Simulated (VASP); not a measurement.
Set up this calculation in VASP 6.6.1, as the native input.

| Quantity | Value |
| --- | --- |
| Task | relaxation of cell and atoms |
| Functional | PBE |
| Dispersion | D3(BJ) |
| Potentials or basis | VASP PAW PBE potentials, release 64 (B, O) |
| Cutoff | 600 eV |
| k mesh | 6 × 6 × 4 |
| Occupations | gaussian, width 0.1 eV |
| Spin | no spin polarisation |
| Dipole correction | no |
| Further INCAR settings | ALGO = Normal; EDIFF = 1e-06; IBRION = 2; EDIFFG = -0.04; NSW = 90; ISIF = 3 |

The structure of B2O lies in POSCAR:

```
B2O
1.0
    2.8790011400      0.0000000000      0.0000000000
   -1.4395005700      2.4932882800      0.0000000000
    0.0000000000      0.0000000000      7.0520000500
B O
4 2
Direct
    0.0000000000      0.0000000000      0.3800000000
    0.0000000000      0.0000000000      0.6200000000
    0.6666666900      0.3333333400      0.0230000000
    0.3333333400      0.6666666900      0.9770000000
    0.6666666900      0.3333333400      0.3059999900
    0.3333333400      0.6666666900      0.6940000100
```

One way to write it, as run:

INCAR

```
  ALGO = Normal
  EDIFF = 1E-6
  EDIFFG = -0.04
  ENCUT = 600
  GGA = PE
  IBRION = 2
  ISIF = 3
  ISMEAR = 0
  IVDW = 12
  LASPH = True
  LCHARG = False
  LREAL = False
  LWAVE = False
  NELM = 60
  NSW = 90
  PREC = Accurate
  SIGMA = 0.1
```

KPOINTS

```
k-points
0
Gamma
  6 6 4
```

Potentials or basis: VASP PAW PBE potentials, release 64 (B, O).

Launch:

```console
$ cat potpaw_PBE.64/B/POTCAR potpaw_PBE.64/O/POTCAR > POTCAR
$ mpirun -np 1 vasp_std > vasp.out
```

Results of the run:

* Relaxed volume: 8.67 Å³/atom
* Relaxed cell: a = 2.591 Å, b = 2.591 Å, c = 8.954 Å, α = 90.00°, β = 90.00°, γ = 120.00°
* Space group after relaxing (to 0.05 Å): P-3m1 (No. 164)
* Energy gained by relaxing: 295.4 meV/atom
* Ionic steps: 36
* Pressure after relaxing: -0.1 GPa
* Largest force after relaxing: 0.016 eV/Å
* Band gap on the k mesh: zero (band 12 reaches 7.95 eV, above the bottom of band 13 at 4.18 eV)
* Dispersion energy per atom: -0.139 eV

Caveat: the k points lie up to 0.47 Å⁻¹ apart in the final cell; pairwise dispersion overbinds metals, which lowers pressure and volume.

It took 5 min on 1 thread of Intel(R) Xeon(R) Platinum 8375C CPU @ 2.90GHz (Ice Lake), with other jobs on the host, peak memory 0.2 GiB.
